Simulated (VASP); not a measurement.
## Ga: single point with LDA

Ga:

```xyz
2
Lattice="3.0099 0.0000 0.0000 -1.5050 2.6067 0.0000 0.0000 0.0000 4.7519" Properties=species:S:1:pos:R:3 pbc="T T T"
Ga    0.0000    1.7378    1.1880
Ga    1.5050    0.8689    3.5639
```

This isn't the form of Ga at room conditions, which is orthorhombic.

| Quantity | Value |
| --- | --- |
| Program | VASP 6.6.1 |
| Task | single point |
| Functional | LDA |
| Potentials or basis | VASP PAW LDA potentials, release 64 (Ga_d) |
| Cutoff | 520 eV |
| k mesh | 14 × 14 × 8 |
| Occupations | fermi-dirac, width 0.1 eV |
| Spin | no spin polarisation |
| Dipole correction | no |
| Further INCAR settings | ALGO = Normal; EDIFF = 1e-06; NBANDS = 20 |

```
Pressure               : -3.9 GPa
Band gap on the k mesh : zero (bands 13 and 14 overlap by 7.88 eV)
```

Stress tensor (GPa, compression positive):
```
-3.94  0.00  0.00
 0.00 -3.94  0.00
 0.00  0.00 -3.74
```

Levels at points of the mesh, in eV from the Fermi level:
```csv
k point,band 10,band 11,band 12,band 13,band 14,band 15,band 16,band 17
"(0.00, 0.00, 0.00)",-14.79,-11.16,-4.62,-3.85,9.13,9.13,11.22,11.22
"(0.50, 0.00, 0.00)",-14.76,-5.87,-5.01,0.59,0.88,1.04,3.25,4.53
"(0.00, 0.00, 0.50)",-14.83,-9.45,-9.45,4.21,4.21,10.39,10.39,10.39
"(0.50, 0.00, 0.50)",-14.78,-4.25,-4.25,-3.18,-3.18,6.32,6.32,7.61
```

It took 70 s on 1 thread of Intel Xeon 8259CL, with other jobs on the host, peak memory 0.19 GiB.

Caveat: the cell stands under tension.
